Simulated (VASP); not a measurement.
Write the native input for VASP 6.6.1 that does the following.

```
Task                   : single point
Functional             : BLYP
Potentials or basis    : VASP PAW PBE potentials, release 64 (Au)
Cutoff                 : 520 eV
k mesh                 : 10 × 10 × 10
Occupations            : fermi-dirac, width 0.1 eV
Spin                   : no spin polarisation
Dipole correction      : no
Further INCAR settings : ALGO = Normal; EDIFF = 1e-06; NBANDS = 18
```

The structure of Au lies in POSCAR:

```
Au
1.0
    0.0000000000      3.2754937719      3.2754937719
    3.2754937719      0.0000000000      3.2754937719
    3.2754937719      3.2754937719      0.0000000000
Au
2
Direct
    0.1250000000      0.1250000000      0.1250000000
    0.8750000000      0.8750000000      0.8750000000
```

This isn't the form of Au at room conditions, which is fcc.

These files were run (other wordings do the same):

INCAR

```
SYSTEM = Au
  AGGAC = 1.0
  AGGAX = 1.0
  ALDAC = 0.0
  ALDAX = 1.0
  ALGO = Normal
  EDIFF = 1E-6
  ENCUT = 520
  GGA = B5
  ISIF = 2
  ISMEAR = -1
  LASPH = .TRUE.
  LCHARG = .TRUE.
  LELF = .TRUE.
  LREAL = .FALSE.
  LVHAR = .TRUE.
  LWAVE = .FALSE.
  NBANDS = 18
  NELM = 100
  PREC = Accurate
  SIGMA = 0.1
```

KPOINTS

```
k-points
0
G
  10 10 10
  0 0 0
```

Potentials or basis: VASP PAW PBE potentials, release 64 (Au).

Run with:

```console
$ cat potpaw_PBE.64/Au/POTCAR > POTCAR
$ mpirun -np 1 vasp_std > vasp.out
```

It gave:

- Pressure: -3.3 GPa
- Band gap on the k mesh: zero (bands 11 and 12 overlap by 0.32 eV)

Caveat: the cell stands under tension; the PAW data sets were made with another functional, which shifts forces and pressure a little; spin-orbit coupling is left out, which moves the levels of the heavy elements.

Wall time 2.4 min on 1 thread of Intel Xeon 8259CL (shared host), peak memory 0.22 GiB.
